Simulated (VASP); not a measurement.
# Sr2ReIrO6 (I4/m) in VASP: single point with r2SCAN

Aim: the single point of Sr2ReIrO6 with r2SCAN.

All numbers are computed with VASP 6.6.1; they aren't measurements. Logs are shortened: lines on timing, memory, paths and dates and some standing lists are left out, and cuts for length are marked.

### 1 The cell of the first run

Symmetry: I4/m, No. 87, tetragonal system. Conventional cell: a = 5.626 Å, b = 5.626 Å, c = 8.034 Å, α = 90.00°, β = 90.00°, γ = 90.00°. Re (site symmetry 4/m) has 6 O at 1.95 to 1.99 Å within 2.6 Å. Within 2.7 Å of Ir (site symmetry 4/m) lie 6 O at 2.07 to 2.09 Å. O (site symmetry m) has 1 Re at 1.99 Å and 1 Ir at 2.09 Å and 2 Sr at 2.53 Å within 2.6 Å. O (site symmetry 4) has 1 Re at 1.95 Å and 1 Ir at 2.07 Å within 2.6 Å. Sr (site symmetry -4) has 12 O at 2.53 to 3.16 Å within 3.3 Å.

### 2 Single point, r2SCAN

Contents of POSCAR:

```
Sr2ReIrO6
1.0
    0.0000000000      5.6263320000      0.0000000000
    5.6263320000      0.0000000000      0.0000000000
    2.8131660000      2.8131660000     -4.0168730000
Re Ir O Sr
1 1 6 2
Direct
    0.5000000000      0.5000000000      0.0000000000
    0.0000000000      0.0000000000      0.0000000000
    0.2008319361      0.3126194335      0.0000000000
    0.3126194335      0.7991680639      0.0000000000
    0.7991680639      0.6873805665      0.0000000000
    0.6873805665      0.2008319361      0.0000000000
    0.2577968598      0.2577968598      0.4844062803
    0.7422031402      0.7422031402      0.5155937197
    0.7500000000      0.2500000000      0.5000000000
    0.2500000000      0.7500000000      0.5000000000
```

Contents of INCAR.step1:

```
SYSTEM = Sr2ReIrO6
PREC = Accurate
ENCUT = 520
ISMEAR = -1
SIGMA = 0.1145
LREAL = .False.
LASPH = .True.
NELM = 80
NBANDS = 47
GGA = PE
ALGO = Normal
EDIFF = 1E-4
LWAVE = .True.
LCHARG = .False.
```

Contents of INCAR.step2:

```
SYSTEM = Sr2ReIrO6
PREC = Accurate
ENCUT = 520
EDIFF = 1E-7
ISMEAR = -1
SIGMA = 0.1145
LREAL = .False.
LASPH = .True.
NELM = 80
ALGO = Normal
ISIF = 2
LWAVE = .False.
LCHARG = .False.
METAGGA = R2SCAN
LMIXTAU = .True.
NBANDS = 47
ISTART = 1
```

Contents of KPOINTS:

```
Automatic mesh
0
Gamma
  5 5 5
  0 0 0
```

Potentials or basis: VASP PAW PBE potentials, release 64 (Re, Ir, O, Sr_sv).

Run with:

```
$ cat potpaw_PBE.64/Re/POTCAR potpaw_PBE.64/Ir/POTCAR potpaw_PBE.64/O/POTCAR potpaw_PBE.64/Sr_sv/POTCAR > POTCAR
$ cp INCAR.step1 INCAR
$ mpirun -np 1 vasp_std > vasp.out
$ cp INCAR.step2 INCAR
$ mpirun -np 1 vasp_std > vasp.out
```

OUTCAR:

```text
SYSTEM = Sr2ReIrO6
   PREC = Accurate
   ENCUT = 520
   EDIFF = 1E-7
   ISMEAR = -1
   LREAL = .False.
   LASPH = .True.
   NELM = 80
   ISIF = 2
   METAGGA = R2SCAN
   ISTART = 1

 ion  position               nearest neighbor table
   1  0.500  0.500  0.000-   7 1.95   8 1.95   5 1.99   6 1.99   3 1.99   4 1.99   9 3.46  10 3.46
                             9 3.46  10 3.46  10 3.46   9 3.46  10 3.46   9 3.46
   2  0.000  0.000  0.000-   8 2.07   7 2.07   4 2.09   5 2.09   6 2.09   3 2.09  10 3.46   9 3.46
                             9 3.46  10 3.46   9 3.46  10 3.46   9 3.46  10 3.46
   3  0.201  0.313  0.000-   1 1.99   2 2.09   9 2.53  10 2.53   9 3.16  10 3.16
   4  0.313  0.799  0.000-   1 1.99   2 2.09  10 2.53   9 2.53  10 3.16   9 3.16
   5  0.799  0.687  0.000-   1 1.99   2 2.09   9 2.53  10 2.53   9 3.16  10 3.16
   6  0.687  0.201  0.000-   1 1.99   2 2.09  10 2.53   9 2.53  10 3.16   9 3.16
   7  0.258  0.258  0.484-   1 1.95   2 2.07  10 2.81   9 2.81   9 2.81  10 2.81
   8  0.742  0.742  0.516-   1 1.95   2 2.07  10 2.81   9 2.81  10 2.81   9 2.81
   9  0.750  0.250  0.500-   4 2.53   6 2.53   3 2.53   5 2.53   7 2.81   8 2.81   8 2.81   7 2.81
                             6 3.16   5 3.16   4 3.16   3 3.16   1 3.46   2 3.46   1 3.46   2 3.46
  10  0.250  0.750  0.500-   3 2.53   5 2.53   4 2.53   6 2.53   7 2.81   8 2.81   8 2.81   7 2.81
                             3 3.16   5 3.16   4 3.16   6 3.16   2 3.46   1 3.46   1 3.46   2 3.46

  LATTYP: Found a body centered tetragonal cell.
 ALAT       =     5.6263320000
 C/A-ratio  =     1.4278833883

  Lattice vectors:

 A1 = (  -2.8131660000,   2.8131660000,   4.0168730000)
 A2 = (   2.8131660000,  -2.8131660000,   4.0168730000)
 A3 = (   2.8131660000,   2.8131660000,  -4.0168730000)

Analysis of symmetry for initial positions (statically):
=====================================================================
 Subroutine PRICEL returns:
 Original cell was already a primitive cell.

 Routine SETGRP: Setting up the symmetry group for a
 body centered tetragonal supercell.

 Subroutine GETGRP returns: Found  8 space group operations
 (whereof  8 operations were pure point group operations)
 out of a pool of 16 trial point group operations.

The static configuration has the point symmetry C_4h.

Analysis of symmetry for dynamics (positions and initial velocities):
=====================================================================
 Subroutine PRICEL returns:
 Original cell was already a primitive cell.

 Routine SETGRP: Setting up the symmetry group for a
 body centered tetragonal supercell.

 Subroutine GETGRP returns: Found  8 space group operations
 (whereof  8 operations were pure point group operations)
 out of a pool of 16 trial point group operations.

The dynamic configuration has the point symmetry C_4h.

 Subroutine INISYM returns: Found  8 space group operations
 (whereof  8 operations are pure point group operations),
 and found     1 'primitive' translations

----------------------------------------------------------------------------------------

                                     Primitive cell

  volume of cell :     127.1566

  direct lattice vectors                    reciprocal lattice vectors
     0.000000000  5.626332000  0.000000000     0.000000000  0.177735690  0.124474934
     5.626332000  0.000000000  0.000000000     0.177735690  0.000000000  0.124474934
     2.813166000  2.813166000 -4.016873000     0.000000000  0.000000000 -0.248949867

  length of vectors
     5.626332000  5.626332000  5.653589531     0.216988443  0.216988443  0.248949867

  position of ions in fractional coordinates (direct lattice)
     0.500000000  0.500000000  0.000000000
     0.000000000  0.000000000  0.000000000
     0.200831936  0.312619433  0.000000000
     0.312619433  0.799168064  0.000000000
     0.799168064  0.687380567  0.000000000
     0.687380567  0.200831936  0.000000000
     0.257796860  0.257796860  0.484406280
     0.742203140  0.742203140  0.515593720
     0.750000000  0.250000000  0.500000000
     0.250000000  0.750000000  0.500000000

  ion indices of the primitive-cell ions
   primitive index   ion index
                 1           1
                 2           2
                 3           3
                 4           4
                 5           5
                 6           6
                 7           7
                 8           8
                 9           9
                10          10

----------------------------------------------------------------------------------------

 KPOINTS: Automatic mesh

Automatic generation of k-mesh.
 Grid dimensions read from file:
 generate k-points for:    5    5    5

 Generating k-lattice:

  Cartesian coordinates                     Fractional coordinates (reciprocal lattice)
     0.000000000  0.035547138  0.024894987     0.200000000  0.000000000  0.000000000
     0.035547138  0.000000000  0.024894987     0.000000000  0.200000000  0.000000000
     0.000000000  0.000000000 -0.049789973     0.000000000  0.000000000  0.200000000

  Length of vectors
     0.043397689  0.043397689  0.049789973

  Shift w.r.t. Gamma in fractional coordinates (k-lattice)
     0.000000000  0.000000000  0.000000000

 Subroutine IBZKPT returns following result:
 ===========================================

 Found     21 irreducible k-points:

 Following reciprocal coordinates:
            Coordinates               Weight
  0.000000  0.000000  0.000000      1.000000
  0.200000  0.000000  0.000000      8.000000
  0.400000  0.000000 -0.000000      8.000000
  0.200000  0.200000  0.000000      8.000000
  0.400000  0.200000  0.000000      8.000000
 -0.200000 -0.400000  0.000000      8.000000
[... 13 lines left out ...]
  0.000000  0.000000  0.400000      2.000000
 -0.200000  0.000000  0.400000      4.000000
   k-points           NKPTS =     21   k-points in BZ     NKDIM =     21   number of bands    NBANDS=     47
   number of dos      NEDOS =    301   number of ions     NIONS =     10
   total plane-waves  NPLWV =  74088
   dimension x,y,z NGX =    42 NGY =   42 NGZ =   42
   dimension x,y,z NGXF=    84 NGYF=   84 NGZF=   84
   ions per type =               1   1   6   2
   NGX,Y,Z   is equivalent  to a cutoff of  12.41, 12.41, 12.35 a.u.
   NGXF,Y,Z  is equivalent  to a cutoff of  24.82, 24.82, 24.70 a.u.
 SYSTEM =  Sr2ReIrO6
   PREC   = accura    normal or accurate (medium, high low for compatibility)
   ISTART =      1    job   : 0-new  1-cont  2-samecut
   ICHARG =      0    charge: 1-file 2-atom 10-const
   ISPIN  =      1    spin polarized calculation?
   LNONCOLLINEAR =      F non collinear calculations
   LSORBIT =      F    spin-orbit coupling
   LASPH  =      T    aspherical Exc in radial PAW
   ENCUT  =  520.0 eV  38.22 Ry    6.18 a.u.  10.46 10.46 10.51*2*pi/ulx,y,z
   NELM   =     80;   NELMIN=  2; NELMDL=  0     # of ELM steps
   EDIFF  = 0.1E-06   stopping-criterion for ELM
   LREAL  =      F    real-space projection
   EDIFFG = 0.1E-05   stopping-criterion for IOM
   NSW    =      0    number of steps for IOM
   IBRION =     -1    ionic relax: 0-MD 1-quasi-New 2-CG
   NFREE  =      0    steps in history (QN), initial steepest desc. (CG)
   ISIF   =      2    stress and relaxation
   ISYM   =      2    0-nonsym 1-usesym 2-fastsym
   POTIM  = 0.5000    time-step for ionic-motion
   TEBEG  =    0.0;   TEEND  =   0.0 temperature during run
   PSTRESS=    0.0 pullay stress
   NELECT =      72.0000    total number of electrons
   NUPDOWN=      -1.0000    fix difference up-down
   EMIN   =  10.00;   EMAX   =-10.00  energy-range for DOS
   EFERMI =   0.00;   METHOD = LEGACY
   ISMEAR =    -1;   SIGMA  =   0.11  broadening in eV -4-tet -1-fermi 0-gaus
   EFERMI_NEDOS =   21; number of points for ismear=-14 and -15
   IALGO  =     38    algorithm
   IMIX   =      4    mixing-type and parameters
     AMIX     =   0.40;   BMIX     =  1.00
     AMIX_MAG =   1.60;   BMIX_MAG =  1.00
  volume/ion in A,a.u.               =      12.72        85.81
  Fermi-wavevector in a.u.,A,eV,Ry     =   1.354376  2.559400 24.957650  1.834336
  Thomas-Fermi vector in A             =   2.481553
   LORBIT       =      0    0 simple, 1 ext, 2 COOP (PROOUT), +10 PAW based schemes
   METAGGA = R2SCAN    functional components
   LHFCALC =     F    Hartree Fock is set to
   AEXX    =    0.0000 exact exchange contribution
   IVDW    =     0    specifies the selected vdW correction
   LEPSILON=     F    determine dielectric tensor
   LRPA    =     F    only Hartree local field effects (RPA)
 non-spin polarized calculation
  energy-cutoff  :      520.00
  volume of cell :      127.16
 maximum number of plane-waves:      3463
 NGX is ok and might be reduce to    42
   NGX = 21   NGY = 21   NGZ = 21

 number of electron      72.0000003 magnetization

 Free energy of the ion-electron system (eV)
  ---------------------------------------------------
  ext. energy  EPLUGINS =         0.00000000
  ---------------------------------------------------
  free energy    TOTEN  =      -191.10129578 eV

  energy without entropy =     -190.83250035  energy(sigma->0) =     -190.96689807

 E-fermi :   5.6536     XC(G=0): -11.9627

 val. band max:        5.6409384327   @ k =   0.4000   0.2000  -0.2000
 cond. band min:       5.6605367654   @ k =  -0.2000   0.4000  -0.0000
 fundamental gap:      0.0195983327
 Fermi energy:         5.6536328994

 k-point     1 :       0.0000    0.0000    0.0000
  band No.  band energies     occupation
      1     -30.7421      2.00000
      2     -30.6909      2.00000
      3     -16.0663      2.00000
      4     -15.2327      2.00000
      5     -15.2254      2.00000
      6     -14.9967      2.00000
[... 39 lines left out ...]
     46      10.5563      0.00000
     47      11.7102      0.00000
[... 998 lines left out ...]
     46      11.7164      0.00000
     47      12.2710      0.00000

------------------------ aborting loop because EDIFF is reached ----------------------------------------

  FORCE on cell =-STRESS in cart. coord.  units (eV):
  Direction    XX          YY          ZZ          XY          YZ          ZX
  --------------------------------------------------------------------------------------
  -------------------------------------------------------------------------------------
  Total       -1.1641956     -1.1641956     -3.8597804      0.0000068      0.0000000      0.0000000
  in kB      -14.6689056    -14.6689056    -48.6333701      0.0000856      0.0000000      0.0000000
  external PRESSURE =     -25.9903938 kB  Pullay stress =       0.0000000 kB

 VOLUME and BASIS-vectors are now :
 -----------------------------------------------------------------------------
  energy-cutoff  :      520.00
  volume of cell :      127.16
      direct lattice vectors                 reciprocal lattice vectors
     0.000000000  5.626332000  0.000000000     0.000000000  0.177735690  0.124474934
     5.626332000  0.000000000  0.000000000     0.177735690  0.000000000  0.124474934
     2.813166000  2.813166000 -4.016873000     0.000000000  0.000000000 -0.248949867

 POSITION                                       TOTAL-FORCE (eV/Angst)
 -----------------------------------------------------------------------------------
      2.81317      2.81317      0.00000         0.000000      0.000000      0.000000
      0.00000      0.00000      0.00000         0.000000      0.000000      0.000000
      1.75890      1.12995      0.00000        -0.068981     -0.159306     -0.000000
      4.49638      1.75890      0.00000         0.159306     -0.068981      0.000000
      3.86743      4.49638      0.00000         0.068981      0.159306      0.000000
      1.12995      3.86743      0.00000        -0.159306      0.068981      0.000000
      2.81317      2.81317     -1.94580        -0.000000     -0.000000     -0.229316
      5.62633      5.62633     -2.07107         0.000000      0.000000      0.229316
      2.81317      5.62633     -2.00844         0.000000      0.000000      0.000000
      5.62633      2.81317     -2.00844         0.000000      0.000000      0.000000
 -----------------------------------------------------------------------------------
    total drift:                               -0.000000      0.000000      0.000000

  FREE ENERGIE OF THE ION-ELECTRON SYSTEM (eV)
  ---------------------------------------------------
  free  energy   TOTEN  =      -191.1012957818 eV

  energy  without entropy=     -190.8325003500  energy(sigma->0) =     -190.96689807
```

Wall time 5.4 min (1 thread of Intel Xeon 6975P-C (Granite Rapids), shared host); peak memory 0.35 GiB.

Results:

```
Free energy            : -191.1013 eV
Pressure               : -2.6 GPa
Largest force          : 0.229 eV/Å
Band gap on the k mesh : zero (bands 36 and 37 overlap by 0.09 eV)
```

Forces in eV/Å, atoms in the order of the input:
```
Re   0.000  0.000  0.000
Ir   0.000  0.000  0.000
O   -0.069 -0.159  0.000
O    0.159 -0.069  0.000
O    0.069  0.159  0.000
O   -0.159  0.069  0.000
O    0.000  0.000 -0.229
O    0.000  0.000  0.229
Sr   0.000  0.000  0.000
Sr   0.000  0.000  0.000
```

Levels at points of the mesh, in eV from the Fermi level:
| k point | band 34 | band 35 | band 36 | band 37 | band 38 | band 39 |
| --- | --- | --- | --- | --- | --- | --- |
| (0.00, 0.00, 0.00) | -2.74 | -2.74 | -0.60 | 0.13 | 0.69 | 0.69 |

Caveat: the PAW data sets were made with another functional, which shifts forces and pressure a little; spin-orbit coupling is left out, which moves the levels of the heavy elements.
